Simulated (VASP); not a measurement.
# Ca2SiN2 (P6/mmm) in VASP: relaxation of cell and atoms with PBE

Aim: the relaxation of cell and atoms of Ca2SiN2 with PBE.

Everything below comes from runs of VASP 6.6.1. Logs are shortened: lines on timing, memory, paths and dates and some standing lists are left out, and cuts for length are marked.

## 1. The cell of the first run

Symmetry: P6/mmm, No. 191, hexagonal system. Conventional cell: a = 5.508 Å, b = 5.508 Å, c = 5.140 Å, α = 90.00°, β = 90.00°, γ = 120.00°. Ca (site symmetry -6m2) has 3 Ca at 3.18 Å and 3 Si at 3.18 Å and 6 N at 3.75 Å within 4.2 Å. Si (site symmetry 6/mmm) has 2 N at 1.98 Å within 2.6 Å. Within 1.6 Å of N (site symmetry 6mm) lie 1 N at 1.18 Å.

The cell was generated, and may not be a known phase.

## 2. Relaxation of cell and atoms, PBE

INCAR reads:

```
SYSTEM = Ca2SiN2
ALGO = Normal
EDIFF = 1E-7
EDIFFG = -0.01
ENCUT = 600
GGA = PE
GGA_COMPAT = .FALSE.
IBRION = 2
ISIF = 3
ISMEAR = 0
LASPH = .TRUE.
LCHARG = .FALSE.
LREAL = .FALSE.
LWAVE = .FALSE.
NELM = 120
NELMIN = 4
NSW = 100
PREC = Accurate
SIGMA = 0.1
```

KPOINTS reads:

```
k-points
0
G
  12 12 8
  0 0 0
```

POSCAR reads:

```
Ca2SiN2
1.0
    5.5081487517      0.0000000000      0.0000000000
   -2.7540743759      4.7701967468      0.0000000000
    0.0000000000      0.0000000000      5.1403990521
Ca Si N
2 1 2
Direct
    0.3333333333      0.6666666667      0.0000000000
    0.6666666667      0.3333333333      0.0000000000
    0.0000000000      0.0000000000      0.0000000000
    0.0000000000      0.0000000000      0.6144974596
    0.0000000000      0.0000000000      0.3855025404
```

Potentials or basis: VASP PAW PBE potentials, release 64 (Ca_sv, Si, N).

Started as:

```
cat potpaw_PBE.64/Ca_sv/POTCAR potpaw_PBE.64/Si/POTCAR potpaw_PBE.64/N/POTCAR > POTCAR
mpirun -np 1 vasp_std > vasp.out
```

OUTCAR:

```text
SYSTEM = Ca2SiN2
   EDIFF = 1E-7
   EDIFFG = -0.01
   ENCUT = 600
   GGA = PE
   IBRION = 2
   ISIF = 3
   ISMEAR = 0
   LASPH = .TRUE.
   LREAL = .FALSE.
   NELM = 120
   NELMIN = 4
   NSW = 100
   PREC = Accurate

 ion  position               nearest neighbor table
   1  0.333  0.667  0.000-
   2  0.667  0.333  0.000-
   3  0.000  0.000  0.000-   4 1.98   5 1.98
   4  0.000  0.000  0.614-   5 1.18   3 1.98
   5  0.000  0.000  0.386-   4 1.18   3 1.98

  LATTYP: Found a hexagonal cell.
 ALAT       =     5.5081487517
 C/A-ratio  =     0.9332353362

  Lattice vectors:

 A1 = (   5.5081487517,   0.0000000000,   0.0000000000)
 A2 = (  -2.7540743759,   4.7701967468,   0.0000000000)
 A3 = (   0.0000000000,   0.0000000000,   5.1403990521)

Analysis of symmetry for initial positions (statically):
=====================================================================
 Subroutine PRICEL returns:
 Original cell was already a primitive cell.

 Routine SETGRP: Setting up the symmetry group for a
 hexagonal supercell.

 Subroutine GETGRP returns: Found 24 space group operations
 (whereof 24 operations were pure point group operations)
 out of a pool of 24 trial point group operations.

The static configuration has the point symmetry D_6h.

Analysis of symmetry for dynamics (positions and initial velocities):
=====================================================================
 Subroutine PRICEL returns:
 Original cell was already a primitive cell.

 Routine SETGRP: Setting up the symmetry group for a
 hexagonal supercell.

 Subroutine GETGRP returns: Found 24 space group operations
 (whereof 24 operations were pure point group operations)
 out of a pool of 24 trial point group operations.

The dynamic configuration has the point symmetry D_6h.

 Subroutine INISYM returns: Found 24 space group operations
 (whereof 24 operations are pure point group operations),
 and found     1 'primitive' translations

----------------------------------------------------------------------------------------

                                     Primitive cell

  volume of cell :     135.0637

  direct lattice vectors                    reciprocal lattice vectors
     5.508148752  0.000000000  0.000000000     0.181549200  0.104817480  0.000000000
    -2.754074376  4.770196747  0.000000000     0.000000000  0.209634959  0.000000000
     0.000000000  0.000000000  5.140399052     0.000000000  0.000000000  0.194537426

  length of vectors
     5.508148752  5.508148752  5.140399052     0.209634959  0.209634959  0.194537426

  position of ions in fractional coordinates (direct lattice)
     0.333333333  0.666666667  0.000000000
     0.666666667  0.333333333  0.000000000
     0.000000000  0.000000000  0.000000000
     0.000000000  0.000000000  0.614497460
     0.000000000  0.000000000  0.385502540

  ion indices of the primitive-cell ions
   primitive index   ion index
                 1           1
                 2           2
                 3           3
                 4           4
                 5           5

----------------------------------------------------------------------------------------

 KPOINTS: k-points

Automatic generation of k-mesh.
 Grid dimensions read from file:
 generate k-points for:   12   12    8

 Generating k-lattice:

  Cartesian coordinates                     Fractional coordinates (reciprocal lattice)
     0.015129100  0.008734790  0.000000000     0.083333333 -0.000000000  0.000000000
     0.000000000  0.017469580  0.000000000     0.000000000  0.083333333  0.000000000
     0.000000000  0.000000000  0.024317178     0.000000000  0.000000000  0.125000000

  Length of vectors
     0.017469580  0.017469580  0.024317178

  Shift w.r.t. Gamma in fractional coordinates (k-lattice)
     0.000000000  0.000000000  0.000000000

 Subroutine IBZKPT returns following result:
 ===========================================

 Found     95 irreducible k-points:

 Following reciprocal coordinates:
            Coordinates               Weight
  0.000000  0.000000  0.000000      1.000000
  0.083333 -0.000000  0.000000      6.000000
  0.166667 -0.000000  0.000000      6.000000
  0.250000 -0.000000  0.000000      6.000000
  0.333333 -0.000000  0.000000      6.000000
  0.416667 -0.000000  0.000000      6.000000
[... 16 lines left out ...]
  0.250000 -0.000000  0.125000     12.000000
  0.333333 -0.000000  0.125000     12.000000
 [... further k-points ...]
   k-points           NKPTS =     95   k-points in BZ     NKDIM =     95   number of bands    NBANDS=     21
   number of dos      NEDOS =    301   number of ions     NIONS =      5
   total plane-waves  NPLWV =  96768
   dimension x,y,z NGX =    48 NGY =   48 NGZ =   42
   dimension x,y,z NGXF=    96 NGYF=   96 NGZF=   84
   ions per type =               2   1   2
   NGX,Y,Z   is equivalent  to a cutoff of  14.49, 14.49, 13.58 a.u.
   NGXF,Y,Z  is equivalent  to a cutoff of  28.97, 28.97, 27.17 a.u.
 SYSTEM =  Ca2SiN2
   PREC   = accura    normal or accurate (medium, high low for compatibility)
   ISTART =      0    job   : 0-new  1-cont  2-samecut
   ICHARG =      2    charge: 1-file 2-atom 10-const
   ISPIN  =      1    spin polarized calculation?
   LNONCOLLINEAR =      F non collinear calculations
   LSORBIT =      F    spin-orbit coupling
   LASPH  =      T    aspherical Exc in radial PAW
   ENCUT  =  600.0 eV  44.10 Ry    6.64 a.u.  11.00 11.00 10.27*2*pi/ulx,y,z
   NELM   =    120;   NELMIN=  4; NELMDL= -5     # of ELM steps
   EDIFF  = 0.1E-06   stopping-criterion for ELM
   LREAL  =      F    real-space projection
   EDIFFG = -.1E-01   stopping-criterion for IOM
   NSW    =    100    number of steps for IOM
   IBRION =      2    ionic relax: 0-MD 1-quasi-New 2-CG
   NFREE  =      1    steps in history (QN), initial steepest desc. (CG)
   ISIF   =      3    stress and relaxation
   ISYM   =      2    0-nonsym 1-usesym 2-fastsym
   POTIM  = 0.5000    time-step for ionic-motion
   TEBEG  =    0.0;   TEEND  =   0.0 temperature during run
   PSTRESS=    0.0 pullay stress
   NELECT =      34.0000    total number of electrons
   NUPDOWN=      -1.0000    fix difference up-down
   EMIN   =  10.00;   EMAX   =-10.00  energy-range for DOS
   EFERMI =   0.00;   METHOD = LEGACY
   ISMEAR =     0;   SIGMA  =   0.10  broadening in eV -4-tet -1-fermi 0-gaus
   EFERMI_NEDOS =   21; number of points for ismear=-14 and -15
   IALGO  =     38    algorithm
   IMIX   =      4    mixing-type and parameters
     AMIX     =   0.40;   BMIX     =  1.00
     AMIX_MAG =   1.60;   BMIX_MAG =  1.00
  volume/ion in A,a.u.               =      27.01       182.29
  Fermi-wavevector in a.u.,A,eV,Ry     =   1.033685  1.953381 14.537888  1.068505
  Thomas-Fermi vector in A             =   2.167944
   LORBIT       =      0    0 simple, 1 ext, 2 COOP (PROOUT), +10 PAW based schemes
   GGA     = PE    functional components
   LHFCALC =     F    Hartree Fock is set to
   AEXX    =    0.0000 exact exchange contribution
   IVDW    =     0    specifies the selected vdW correction
   LEPSILON=     F    determine dielectric tensor
   LRPA    =     F    only Hartree local field effects (RPA)
 conjugate gradient relaxation of ions
 non-spin polarized calculation
 Gauss-broadening in eV      SIGMA  =   0.10
  energy-cutoff  :      600.00
  volume of cell :      135.06
 maximum number of plane-waves:      4551
 NGX is ok and might be reduce to    48
   NGX = 21   NGY = 21   NGZ = 21

--------------------------------------- Ionic step        1  -------------------------------------------

 number of electron      34.0000004 magnetization

 Free energy of the ion-electron system (eV)
  ---------------------------------------------------
  ext. energy  EPLUGINS =         0.00000000
  ---------------------------------------------------
  free energy    TOTEN  =       -23.61911184 eV

  energy without entropy =      -23.59496865  energy(sigma->0) =      -23.60704025

------------------------ aborting loop because EDIFF is reached ----------------------------------------

  FORCE on cell =-STRESS in cart. coord.  units (eV):
  Direction    XX          YY          ZZ          XY          YZ          ZX
  --------------------------------------------------------------------------------------
  -------------------------------------------------------------------------------------
  Total        0.5567449      0.5567449     -0.0437863     -0.0000000     -0.0000000      0.0000000
  in kB        6.6043187      6.6043187     -0.5194093     -0.0000000     -0.0000000      0.0000000
  external PRESSURE =       4.2297427 kB  Pullay stress =       0.0000000 kB
[... 141 lines left out ...]
  energy  without entropy=      -23.6024298175  energy(sigma->0) =      -23.61480444

--------------------------------------- Ionic step        5  -------------------------------------------

 number of electron      34.0000004 magnetization

 Free energy of the ion-electron system (eV)
  ---------------------------------------------------
  ext. energy  EPLUGINS =         0.00000000
  ---------------------------------------------------
  free energy    TOTEN  =       -23.62778922 eV

  energy without entropy =      -23.60249414  energy(sigma->0) =      -23.61514168

 E-fermi :   2.6975     XC(G=0):  -7.7945

 val. band max:        2.6843388186   @ k =   0.1667   0.0833   0.0000
 cond. band min:       2.7048307176   @ k =   0.1667  -0.0000   0.5000
 fundamental gap:      0.0204918990
 Fermi energy:         2.6974711737

 k-point     1 :       0.0000    0.0000    0.0000
  band No.  band energies     occupation
      1     -39.7738      2.00000
      2     -39.6958      2.00000
      3     -20.8831      2.00000
      4     -20.8831      2.00000
      5     -20.8443      2.00000
      6     -20.7654      2.00000
[... 550 lines left out ...]
      5     -20.8281      2.00000
      6     -20.7824      2.00000
[... 13 lines left out ...]
     20       3.1409      0.00000
     21       3.8277      0.00000

 [... further k-points ...]

------------------------ aborting loop because EDIFF is reached ----------------------------------------

  FORCE on cell =-STRESS in cart. coord.  units (eV):
  Direction    XX          YY          ZZ          XY          YZ          ZX
  --------------------------------------------------------------------------------------
  -------------------------------------------------------------------------------------
  Total        0.0202085      0.0202085      0.0413209     -0.0000000      0.0000000     -0.0000000
  in kB        0.2376527      0.2376527      0.4859345     -0.0000000      0.0000000     -0.0000000
  external PRESSURE =       0.3204133 kB  Pullay stress =       0.0000000 kB
[... 20 lines left out ...]
  FREE ENERGIE OF THE ION-ELECTRON SYSTEM (eV)
  ---------------------------------------------------
  free  energy   TOTEN  =       -23.6277892173 eV

  energy  without entropy=      -23.6024941370  energy(sigma->0) =      -23.61514168

 reached required accuracy - stopping structural energy minimisation
```

Run time: 12 min. Hardware: 1 thread of Intel Xeon 6975P-C (Granite Rapids), shared host; peak memory 0.55 GiB.

Results:

```
Free energy                           : -23.6278 eV
Relaxed volume                        : 27.25 Å³/atom
Relaxed cell                          : a = 5.558 Å, b = 5.558 Å, c = 5.093 Å, α = 90.00°, β = 90.00°, γ = 120.00°
Space group after relaxing (to 0.1 Å) : P6/mmm (No. 191)
Energy gained by relaxing             : 1.7 meV/atom
Ionic steps                           : 5
Pressure after relaxing               : 0.0 GPa
Largest force after relaxing          : 0.010 eV/Å
Band gap on the k mesh                : zero (bands 17 and 18 overlap by 0.89 eV)
```

Forces in eV/Å, atoms in the order of the input:
```
Ca   0.000  0.000  0.000
Ca   0.000  0.000  0.000
Si   0.000  0.000  0.000
N    0.000  0.000  0.010
N    0.000  0.000 -0.010
```

Step by step:
| step | energy change (eV) | largest force (eV/Å) | pressure (GPa) | volume (Å³) |
| --- | --- | --- | --- | --- |
| 1 | 0.0000 | 0.4333 | 0.42 | 135.06 |
| 2 | 0.0354 | 2.1218 | -1.42 | 136.46 |
| 3 | -0.0022 | 0.1213 | 0.04 | 135.32 |
| 4 | -0.0081 | 0.0322 | 0.03 | 135.96 |
| 5 | -0.0087 | 0.0098 | 0.03 | 136.24 |

Final structure:
```cif
data_structure
_symmetry_space_group_name_H-M 'P 1'
_symmetry_Int_Tables_number 1
_cell_length_a 5.5580
_cell_length_b 5.5580
_cell_length_c 5.0926
_cell_angle_alpha 90.000
_cell_angle_beta 90.000
_cell_angle_gamma 120.000
_cell_volume 136.24
loop_
_atom_site_label
_atom_site_type_symbol
_atom_site_fract_x
_atom_site_fract_y
_atom_site_fract_z
_atom_site_occupancy
Ca1 Ca 0.33333 0.66667 0.00000 1
Ca2 Ca 0.66667 0.33333 0.00000 1
Si1 Si 0.00000 0.00000 0.00000 1
N1 N 0.00000 0.00000 0.61608 1
N2 N 0.00000 0.00000 0.38392 1
```

Levels at points of the mesh, in eV from the Fermi level:
```tsv
k point	band 13	band 14	band 15	band 16	band 17	band 18	band 19	band 20	band 21
(0.00, 0.00, 0.00)	-7.08	-3.36	-1.23	-1.23	-0.91	0.13	0.13	1.20	1.20
(0.50, 0.00, 0.00)	-7.09	-2.50	-2.36	-0.84	-0.52	-0.21	-0.11	0.65	1.12
(0.00, 0.00, 0.50)	-6.94	-4.59	-2.54	-2.54	-0.11	0.98	1.08	1.08	1.45
(0.50, 0.00, 0.50)	-6.97	-4.01	-3.31	-2.33	0.02	0.55	0.72	0.94	1.14
```

Caveat: the standard files for N, O and F lose accuracy on very short bonds.

The gap in the log of VASP goes by the Fermi energy; the results here count the filled bands.